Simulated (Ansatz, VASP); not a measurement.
## GaO4 in VASP and in Ansatz

```
Ga O
1.0
     3.90332    0.00000    0.00000
     0.00000    3.90332    0.00000
     0.00000    0.00000    3.90332
Ga O
1 4
Direct
  0.00000 0.00000 0.00000
  0.50000 0.50000 0.50000
  0.50000 0.00000 0.00000
  0.00000 0.50000 0.00000
  0.00000 0.00000 0.50000
```

Alike in both runs: functional PBE; k mesh 4 × 4 × 4; occupations gaussian, width 0.1 eV; collinear spin.

Ansatz relaxed the structure, and its values are those at the end. VASP's run is a single point on that final structure, the one shown.

```csv
,VASP,Ansatz
version,VASP 6.6.1,Ansatz 0.2.0
potentials or method,"VASP PAW PBE potentials, release 64 (Ga_d, O), cutoff 520 eV","scalar-relativistic, plane waves, PAW"
valence electrons in the cell,37,37
```

|  | VASP | Ansatz | Ansatz less VASP |
| --- | --- | --- | --- |
| gap on the k mesh at the Fermi level (eV) | none | none | - |
| pressure (GPa) | 0.0 | -0.2 | -0.23 |
| net moment per atom (μB) | 1.00 | 1.00 | 0.000 |
| size of the moment on the site where the two differ most (μB) | 1.65 | 1.95 | +0.300 |

Site moments also hang on the region over which each program counts them. A gap of «none» marks a metal or a gap that the smearing closes.

The k mesh is coarse, so the values compare programs but aren't converged.
